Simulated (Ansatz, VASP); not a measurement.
# MgO in VASP and in Ansatz

The input INCAR:

```
PREC     = Accurate       # precision mode
ENCUT    = 520            # plane-wave cutoff, eV
EDIFF    = 1E-6           # SCF threshold, eV
ISMEAR   = -1             # smearing method
SIGMA    = 0.05           # smearing width, eV
LREAL    = F              # projectors in reciprocal space
LASPH    = T              # aspherical terms in the spheres
NELM     = 80             # most SCF steps
ALGO     = Normal         # electronic algorithm
ISIF     = 2              # what is computed and relaxed
LWAVE    = F              # write WAVECAR
LCHARG   = T              # write CHGCAR
GGA      = PE             # functional
LELF     = T              # ELF
LVHAR    = T            
NBANDS   = 11             # bands
```

Contents of KPOINTS:

```
regular mesh
0
Gamma
  16 16 16
```

POSCAR

```
MgO
1.0
    0.0000000000      2.1269184940      2.1269184940
    2.1269184940      0.0000000000      2.1269184940
    2.1269184940      2.1269184940      0.0000000000
Mg O
1 1
Direct
    0.0000000000      0.0000000000      0.0000000000
    0.5000000000      0.5000000000      0.5000000000
```

Input for Ansatz:

```yaml
crystal:
  lattice:
    - [0.0, 2.126918494, 2.126918494]
    - [2.126918494, 0.0, 2.126918494]
    - [2.126918494, 2.126918494, 0.0]
  atoms:
    - { symbol: Mg, position: [0.0, 0.0, 0.0] }
    - { symbol: O, position: [0.5, 0.5, 0.5] }
kpoints:
  mp_grid: { grid: [16, 16, 16] }
  band_path:
    path:
      - [0.0, 0.0, 0.0]
      - [0.5, 0.0, 0.5]
      - [0.625, 0.25, 0.625]
      - [0.375, 0.375, 0.75]
      - [0.0, 0.0, 0.0]
      - [0.5, 0.5, 0.5]
      - [0.5, 0.25, 0.75]
      - [0.5, 0.0, 0.5]
    npoints: 8
scf:
  occupations: { method: fermi_dirac, width: 0.05 }
hamiltonian:
  xc: pbe
  pseudopotentials: { kind: all_electron, lapw: { basis_error: 0.001 } }
output:
  forces: true
  stress: true
  eigenvalues: true
  populations: true
  dos: { projected: true, de: 0.2, e_range: [-14, 8] }
```

Alike in both runs: task single point; functional PBE; k mesh 16 × 16 × 16; occupations fermi-dirac, width 0.05 eV; no spin polarisation.

```csv
,VASP,Ansatz
version,VASP 6.6.1,Ansatz 0.2.0
potentials or method,"VASP PAW PBE potentials, release 64 (Mg, O), cutoff 520 eV","all-electron LAPW, scalar-relativistic"
```

Ansatz gave:

```
gap on the k mesh at the Fermi level (eV) : 4.46
pressure (GPa)                            : 0.1
```

Q: Estimate VASP's values.

A: gap on the k mesh at the Fermi level (eV): 4.44; pressure (GPa): -0.8.

Ansatz ran all-electron here, and VASP with PAW potentials.
